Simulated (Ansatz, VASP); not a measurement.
## PtS2: VASP beside Ansatz

Contents of INCAR:

```
  PREC = Accurate
  ENCUT = 520
  EDIFF = 1E-7
  ISMEAR = 0
  SIGMA = 0.05
  LREAL = F
  LASPH = T
  NELM = 80
  ALGO = Normal
  ISIF = 2
  LWAVE = F
  LCHARG = F
  LDIPOL = T
  IDIPOL = 3
  DIPOL = 0.5 0.5 0.394
  GGA = PE
  IVDW = 12
  NBANDS = 31
```

KPOINTS

```
Automatic mesh
0
Gamma
  9 9 1
```

Contents of POSCAR:

```
PtS2
1.0
    3.5415278079      0.0000000000      0.0000000000
   -1.7707639039      3.0670530498      0.0000000000
    0.0000000000      0.0000000000     22.4670615492
S Pt
4 2
Direct
    0.6666666667      0.3333333333      0.2002932155
    0.3333333333      0.6666666667      0.3108341854
    0.3333333333      0.6666666667      0.4773001022
    0.0000000000      1.0000000000      0.5878410722
    0.0000000000      0.0000000000      0.2555637004
   -0.3333333333      0.3333333333      0.5325705872
```

Input for Ansatz:

```yaml
crystal:
  lattice:
    - [3.5415278079, 0.0, 0.0]
    - [-1.7707639039, 3.0670530498, 0.0]
    - [0.0, 0.0, 22.4670615492]
  atoms:
    - { symbol: S, position: [0.6666666667, 0.3333333333, 0.2002932155] }
    - { symbol: Pt, position: [0.0, 0.0, 0.2555637004] }
    - { symbol: S, position: [0.3333333333, 0.6666666667, 0.3108341854] }
    - { symbol: S, position: [0.3333333333, 0.6666666667, 0.4773001022] }
    - { symbol: Pt, position: [-0.3333333333, 0.3333333333, 0.5325705872] }
    - { symbol: S, position: [0.0, 1.0, 0.5878410722] }
basis:
  ecutwfc: 420
kpoints:
  mp_grid: { grid: [9, 9, 1] }
hamiltonian:
  xc: pbe
  pseudopotentials: { kind: paw, azcp: { folder: soft_1 } }
  dispersion: d3bj
scf:
  occupations: { method: gaussian, width: 0.05 }
output:
  forces: true
  eigenvalues: true
efield:
  axis: 3
  dipole_correction: true
  ramp_width: 0.04
```

Alike in both runs: task single point; functional PBE; dispersion D3(BJ); k mesh 9 × 9 × 1; occupations gaussian, width 0.05 eV; no spin polarisation.

|  | VASP | Ansatz |
| --- | --- | --- |
| version | VASP 6.6.1 | Ansatz 0.2.0 |
| potentials or method | VASP PAW PBE potentials, release 64 (S, Pt), cutoff 520 eV | scalar-relativistic, plane waves, PAW |
| valence electrons in the cell | 44 | 60 |

Ansatz gave:

| Property | Result |
| --- | --- |
| gap on the k mesh at the Fermi level (eV) | 1.51 |
| least direct gap on the mesh (eV) | 1.60 |
| rms of the force components (eV/Å) | 0.014 |

Q: Estimate VASP's values.

A: gap on the k mesh at the Fermi level (eV): 1.52; least direct gap on the mesh (eV): 1.61; rms of the force components (eV/Å): 0.020.

VASP's potentials hold 44 valence electrons a cell and Ansatz's 60, so a difference there can come from the potentials and not from the codes.

Spin-orbit coupling is off throughout.
